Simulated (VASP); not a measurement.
## Zn: relaxation of cell and atoms with LDA

Zn:

```
Zn
1.0
     2.67000    0.00000    0.00000
    -1.33500    2.31229    0.00000
     0.00000    0.00000    4.96600
Zn
2
Direct
  0.33333 0.66667 0.25000
  0.66667 0.33333 0.75000
```

```yaml
Program: VASP 6.6.1
Task: relaxation of cell and atoms
Functional: LDA
Potentials_or_basis: VASP PAW LDA potentials, release 64 (Zn)
Cutoff: 600 eV
k_mesh: 9 × 9 × 4
Occupations: gaussian, width 0.1 eV
Spin: no spin polarisation
Dipole_correction: no
Further_INCAR_settings: ALGO = Normal; EDIFF = 1e-06; IBRION = 2; EDIFFG = -0.02; NSW = 80; ISIF = 3
```

```yaml
Relaxed_volume: 13.52 Å³/atom
Relaxed_cell: a = 2.600 Å, b = 2.600 Å, c = 4.619 Å, α = 90.00°, β = 90.00°, γ = 120.00°
Space_group_after_relaxing_to_0.05_Å: P6_3/mmc (No. 194)
Energy_gained_by_relaxing: 61.4 meV/atom
Ionic_steps: 12
Pressure_after_relaxing: 0.1 GPa
Band_gap_on_the_k_mesh: zero (band 12 reaches 4.59 eV, above the bottom of band 13 at 1.34 eV)
```

Stress tensor (GPa, compression positive):
```
0.01 0.00 0.00
0.00 0.01 0.00
0.00 0.00 0.22
```

Step by step:
| step | energy change (eV) | largest force (eV/Å) | pressure (GPa) | volume (Å³) |
| --- | --- | --- | --- | --- |
| 1 | 0.0000 | 0.0000 | -8.60 | 30.66 |
| 2 | -0.1048 | 0.0000 | 0.72 | 27.15 |
| 3 | -0.1053 | 0.0000 | -0.03 | 27.34 |
| 4 | -0.1052 | 0.0000 | -0.30 | 27.40 |
| 5 | -0.1067 | 0.0000 | -0.52 | 27.36 |
| 6 | -0.1153 | 0.0000 | -0.30 | 27.21 |
| 7 | -0.1212 | 0.0000 | 0.45 | 26.90 |
| 8 | -0.1227 | 0.0000 | 0.23 | 27.00 |
| 9 | -0.1227 | 0.0000 | 0.39 | 26.99 |
| 10 | -0.1218 | 0.0000 | -0.79 | 27.25 |
| 11 | -0.1227 | 0.0000 | 0.07 | 27.04 |
| 12 | -0.1227 | 0.0000 | 0.08 | 27.03 |

Final structure:
```
CELL_PARAMETERS angstrom
2.59966 0.00000 0.00000
-1.29983 2.25137 0.00000
0.00000 0.00000 4.61897
ATOMIC_POSITIONS crystal
Zn 0.33333 0.66667 0.25000
Zn 0.66667 0.33333 0.75000
```

Levels at points of the mesh, in eV from the Fermi level:
| k point | band 10 | band 11 | band 12 | band 13 | band 14 | band 15 |
| --- | --- | --- | --- | --- | --- | --- |
| (0.00, 0.00, 0.00) | -7.44 | -7.44 | -4.07 | -2.53 | 16.20 | 17.84 |
| (0.00, 0.00, 0.50) | -7.56 | -7.56 | -7.56 | 5.81 | 5.81 | 19.37 |

It took 94 s on 1 thread of Intel(R) Xeon(R) Platinum 8488C (Sapphire Rapids) (shared host), peak memory 0.15 GiB.

Caveat: the volume moved by -12 % from the deposited cell, more than functionals usually miss. LDA usually gives volumes a few per cent too small.
